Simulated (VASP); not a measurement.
# SiC (sol) in VASP: further runs, part 2 of 2

VASP 6.6.1.

**3. Single point, PBEsol**

INCAR

```
SYSTEM = SiC
PREC = Accurate
ENCUT = 520
EDIFF = 1E-6
ISMEAR = 0
SIGMA = 0.01
LREAL = .FALSE.
LASPH = .TRUE.
NELM = 60
ALGO = Normal
ISIF = 2
LWAVE = .FALSE.
LCHARG = .TRUE.
GGA = PS
LELF = .TRUE.
LVHAR = .TRUE.
NBANDS = 16
```

KPOINTS

```
Automatic mesh
0
G
  12 12 6
  0 0 0
```

POSCAR

```
SiC
1.0
    3.0759836400      0.0000000000      0.0000000000
   -1.5379918200      2.6638799739      0.0000000000
    0.0000000000      0.0000000000      5.0478375098
Si C
2 2
Direct
    0.3333333333      0.6666666667     -0.0625000000
    0.6666666667      0.3333333333      0.4375000000
    0.3333333333      0.6666666667      0.4375000000
    0.6666666667      0.3333333333      0.9375000000
```

Potentials or basis: VASP PAW PBE potentials, release 64 (Si, C).

Command:

```bash
$ cat potpaw_PBE.64/Si/POTCAR potpaw_PBE.64/C/POTCAR > POTCAR
$ mpirun -np 1 vasp_std > vasp.out
```

OUTCAR:

```text
SYSTEM = SiC
   PREC = Accurate
   ENCUT = 520
   EDIFF = 1E-6
   ISMEAR = 0
   LREAL = .FALSE.
   LASPH = .TRUE.
   NELM = 60
   ISIF = 2
   GGA = PS

 ion  position               nearest neighbor table
   1  0.333  0.667  0.938-   4 1.78   4 1.78   4 1.78   3 2.52   3 2.52   2 3.09   2 3.09   2 3.09
                             2 3.09   2 3.09   2 3.09
   2  0.667  0.333  0.438-   3 1.78   3 1.78   3 1.78   4 2.52   4 2.52   1 3.09   1 3.09   1 3.09
                             1 3.09   1 3.09   1 3.09
   3  0.333  0.667  0.438-   2 1.78   2 1.78   2 1.78   1 2.52   1 2.52
   4  0.667  0.333  0.938-   1 1.78   1 1.78   1 1.78   2 2.52   2 2.52

  LATTYP: Found a hexagonal cell.
 ALAT       =     3.0759836400
 C/A-ratio  =     1.6410482306

  Lattice vectors:

 A1 = (   3.0759836400,   0.0000000000,   0.0000000000)
 A2 = (  -1.5379918200,   2.6638799739,   0.0000000000)
 A3 = (   0.0000000000,   0.0000000000,   5.0478375098)

Analysis of symmetry for initial positions (statically):
=====================================================================
 Subroutine PRICEL returns:
 Original cell was already a primitive cell.

 Routine SETGRP: Setting up the symmetry group for a
 hexagonal supercell.

 Subroutine GETGRP returns: Found 24 space group operations
 (whereof  6 operations were pure point group operations)
 out of a pool of 24 trial point group operations.

The static configuration has the point symmetry C_3v.
 The point group associated with its full space group is D_6h.

Analysis of symmetry for dynamics (positions and initial velocities):
=====================================================================
 Subroutine PRICEL returns:
 Original cell was already a primitive cell.

 Routine SETGRP: Setting up the symmetry group for a
 hexagonal supercell.

 Subroutine GETGRP returns: Found 24 space group operations
 (whereof  6 operations were pure point group operations)
 out of a pool of 24 trial point group operations.

The dynamic configuration has the point symmetry C_3v.
 The point group associated with its full space group is D_6h.

 Subroutine INISYM returns: Found 24 space group operations
 (whereof  6 operations are pure point group operations),
 and found     1 'primitive' translations

----------------------------------------------------------------------------------------

                                     Primitive cell

  volume of cell :      41.3622

  direct lattice vectors                    reciprocal lattice vectors
     3.075983640  0.000000000  0.000000000     0.325099258  0.187696144  0.000000000
    -1.537991820  2.663879974  0.000000000     0.000000000  0.375392289  0.000000000
     0.000000000  0.000000000  5.047837510     0.000000000  0.000000000  0.198104634

  length of vectors
     3.075983640  3.075983640  5.047837510     0.375392289  0.375392289  0.198104634

  position of ions in fractional coordinates (direct lattice)
     0.333333333  0.666666667  0.937500000
     0.666666667  0.333333333  0.437500000
     0.333333333  0.666666667  0.437500000
     0.666666667  0.333333333  0.937500000

  ion indices of the primitive-cell ions
   primitive index   ion index
                 1           1
                 2           2
                 3           3
                 4           4

[... 21 lines left out ...]
 Subroutine IBZKPT returns following result:
 ===========================================

 Found     76 irreducible k-points:

 Following reciprocal coordinates:
            Coordinates               Weight
  0.000000  0.000000  0.000000      1.000000
  0.083333  0.000000  0.000000      6.000000
  0.166667  0.000000  0.000000      6.000000
  0.250000  0.000000  0.000000      6.000000
  0.333333  0.000000  0.000000      6.000000
  0.416667  0.000000  0.000000      6.000000
[... 16 lines left out ...]
  0.250000  0.000000  0.166667     12.000000
  0.333333  0.000000  0.166667     12.000000
 [... further k-points ...]
   k-points           NKPTS =     76   k-points in BZ     NKDIM =     76   number of bands    NBANDS=     16
   number of dos      NEDOS =    301   number of ions     NIONS =      4
   total plane-waves  NPLWV =  23040
   dimension x,y,z NGX =    24 NGY =   24 NGZ =   40
   dimension x,y,z NGXF=    48 NGYF=   48 NGZF=   80
   ions per type =               2   2
   NGX,Y,Z   is equivalent  to a cutoff of  12.97, 12.97, 13.17 a.u.
   NGXF,Y,Z  is equivalent  to a cutoff of  25.94, 25.94, 26.35 a.u.
 SYSTEM =  SiC
   PREC   = accura    normal or accurate (medium, high low for compatibility)
   ISTART =      0    job   : 0-new  1-cont  2-samecut
   ICHARG =      2    charge: 1-file 2-atom 10-const
   ISPIN  =      1    spin polarized calculation?
   LNONCOLLINEAR =      F non collinear calculations
   LSORBIT =      F    spin-orbit coupling
   LASPH  =      T    aspherical Exc in radial PAW
   ENCUT  =  520.0 eV  38.22 Ry    6.18 a.u.   5.72  5.72  9.39*2*pi/ulx,y,z
   NELM   =     60;   NELMIN=  2; NELMDL= -5     # of ELM steps
   EDIFF  = 0.1E-05   stopping-criterion for ELM
   LREAL  =      F    real-space projection
   EDIFFG = 0.1E-04   stopping-criterion for IOM
   NSW    =      0    number of steps for IOM
   IBRION =     -1    ionic relax: 0-MD 1-quasi-New 2-CG
   NFREE  =      0    steps in history (QN), initial steepest desc. (CG)
   ISIF   =      2    stress and relaxation
   ISYM   =      2    0-nonsym 1-usesym 2-fastsym
   POTIM  = 0.5000    time-step for ionic-motion
   TEBEG  =    0.0;   TEEND  =   0.0 temperature during run
   PSTRESS=    0.0 pullay stress
   NELECT =      16.0000    total number of electrons
   NUPDOWN=      -1.0000    fix difference up-down
   EMIN   =  10.00;   EMAX   =-10.00  energy-range for DOS
   EFERMI =   0.00;   METHOD = LEGACY
   ISMEAR =     0;   SIGMA  =   0.01  broadening in eV -4-tet -1-fermi 0-gaus
   EFERMI_NEDOS =   21; number of points for ismear=-14 and -15
   IALGO  =     38    algorithm
   IMIX   =      4    mixing-type and parameters
     AMIX     =   0.40;   BMIX     =  1.00
     AMIX_MAG =   1.60;   BMIX_MAG =  1.00
  volume/ion in A,a.u.               =      10.34        69.78
  Fermi-wavevector in a.u.,A,eV,Ry     =   1.192834  2.254130 19.359102  1.422854
  Thomas-Fermi vector in A             =   2.328863
   LORBIT       =      0    0 simple, 1 ext, 2 COOP (PROOUT), +10 PAW based schemes
   GGA     = PS    functional components
   LHFCALC =     F    Hartree Fock is set to
   AEXX    =    0.0000 exact exchange contribution
   IVDW    =     0    specifies the selected vdW correction
   LEPSILON=     F    determine dielectric tensor
   LRPA    =     F    only Hartree local field effects (RPA)
 non-spin polarized calculation
 Gauss-broadening in eV      SIGMA  =   0.01
  energy-cutoff  :      520.00
  volume of cell :       41.36
 maximum number of plane-waves:      1132
 NGX is ok and might be reduce to    24
   NGX = 11   NGY = 11   NGZ = 19

 number of electron      16.0000000 magnetization

 Free energy of the ion-electron system (eV)
  ---------------------------------------------------
  ext. energy  EPLUGINS =         0.00000000
  ---------------------------------------------------
  free energy    TOTEN  =       -29.90922724 eV

  energy without entropy =      -29.90922724  energy(sigma->0) =      -29.90922724

 E-fermi :  10.0815     XC(G=0): -11.4864

 val. band max:        9.9651979570   @ k =   0.0000   0.0000   0.0000
 cond. band min:      10.5658630620   @ k =   0.5000   0.0000   0.0000
 fundamental gap:      0.6006651050
 Fermi energy:        10.0815133591

 k-point     1 :       0.0000    0.0000    0.0000
  band No.  band energies     occupation
      1      -7.4848      2.00000
      2      -4.3300      2.00000
      3       0.5102      2.00000
      4       6.0626      2.00000
      5       6.0626      2.00000
      6       7.1132      2.00000
[... 433 lines left out ...]
      3       0.8447      2.00000
      4       2.7256      2.00000
      5       3.0842      2.00000
      6       4.6526      2.00000
[... 8 lines left out ...]
     15      18.3892      0.00000
     16      19.5992      0.00000

 [... further k-points ...]
[... 5 lines left out ...]
  --------------------------------------------------------------------------------------
  -------------------------------------------------------------------------------------
  Total        4.4773369      4.4773369     -0.1661937      0.0000000     -0.0000000      0.0000000
  in kB      173.4308373    173.4308373     -6.4375581      0.0000000     -0.0000000      0.0000000
  external PRESSURE =     113.4747055 kB  Pullay stress =       0.0000000 kB

 VOLUME and BASIS-vectors are now :
 -----------------------------------------------------------------------------
  energy-cutoff  :      520.00
  volume of cell :       41.36
      direct lattice vectors                 reciprocal lattice vectors
     3.075983640  0.000000000  0.000000000     0.325099258  0.187696144  0.000000000
    -1.537991820  2.663879974  0.000000000     0.000000000  0.375392289  0.000000000
     0.000000000  0.000000000  5.047837510     0.000000000  0.000000000  0.198104634

 POSITION                                       TOTAL-FORCE (eV/Angst)
 -----------------------------------------------------------------------------------
     -0.00000      1.77592      4.73235        -0.000000      0.000000      0.000000
      1.53799      0.88796      2.20843         0.000000      0.000000      0.000000
     -0.00000      1.77592      2.20843         0.000000     -0.000000      0.000000
      1.53799      0.88796      4.73235        -0.000000      0.000000     -0.000000
 -----------------------------------------------------------------------------------
    total drift:                               -0.000000      0.000000      0.000000

  FREE ENERGIE OF THE ION-ELECTRON SYSTEM (eV)
  ---------------------------------------------------
  free  energy   TOTEN  =       -29.9092272425 eV

  energy  without entropy=      -29.9092272425  energy(sigma->0) =      -29.90922724
```

It took 20 s on 1 thread of Intel Xeon 6975P-C, shared host; peak memory 0.18 GiB.

Results:

| Item | Value |
| --- | --- |
| Free energy | -29.9092 eV |
| Pressure | 11.3 GPa |
| Band gap on the k mesh | 0.60 eV, indirect (least direct gap 2.61 eV) |

Stress tensor (GPa, compression positive):
```
17.34  0.00  0.00
 0.00 17.34  0.00
 0.00  0.00 -0.64
```

Caveat: the PAW data sets were made with another functional, which shifts forces and pressure a little. A k mesh can miss the band edges.
